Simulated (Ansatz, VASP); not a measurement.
**Two plane-wave programs on KCl**

Contents of INCAR:

```
PREC = Accurate
ENCUT = 520
EDIFF = 1E-7
ISMEAR = 0
SIGMA = 0.05
LREAL = False
LASPH = True
NELM = 60
ALGO = Normal
ISIF = 2
LWAVE = False
LCHARG = True
GGA = PE
LELF = True
LVHAR = True
NBANDS = 15
```

File KPOINTS:

```
regular mesh
0
Gamma
  10 10 10
```

POSCAR

```
KCl
1.0
    3.8096815152      0.0000000000      0.0000000000
    0.0000000000      3.8096815152      0.0000000000
    0.0000000000      0.0000000000      3.8096815152
K Cl
1 1
Direct
    0.0000000000      0.0000000000      0.0000000000
    0.5000000000      0.5000000000      0.5000000000
```

Input for Ansatz:

```yaml
crystal:
  lattice:
    - [3.809681519, 0.0, 0.0]
    - [0.0, 3.809681519, 0.0]
    - [0.0, 0.0, 3.809681519]
  atoms:
    - { symbol: K, position: [0.0, 0.0, 0.0] }
    - { symbol: Cl, position: [0.5, 0.5, 0.5] }
basis:
  ecutwfc: 420
  ecutrho_ratio: 4
kpoints:
  mp_grid: { grid: [10, 10, 10] }
hamiltonian:
  xc: pbe
scf:
  occupations: { method: gaussian, width: 0.05 }
output:
  forces: true
  stress: true
  eigenvalues: true
```

Alike in both runs: task single point; functional PBE; k mesh 10 × 10 × 10; occupations gaussian, width 0.05 eV; no spin polarisation.

|  | VASP | Ansatz |
| --- | --- | --- |
| version | VASP 6.6.1 | Ansatz 0.2.0 |
| potentials or method | VASP PAW PBE potentials, release 64 (K_sv, Cl), cutoff 520 eV | scalar-relativistic, plane waves, PAW |
| valence electrons in the cell | 16 | 16 |

|  | VASP | Ansatz | Ansatz less VASP |
| --- | --- | --- | --- |
| gap on the k mesh at the Fermi level (eV) | 4.89 | 4.90 | +0.001 |
| least direct gap on the mesh (eV) | 5.10 | 5.10 | +0.001 |
| pressure (GPa) | 0.4 | 0.4 | -0.02 |
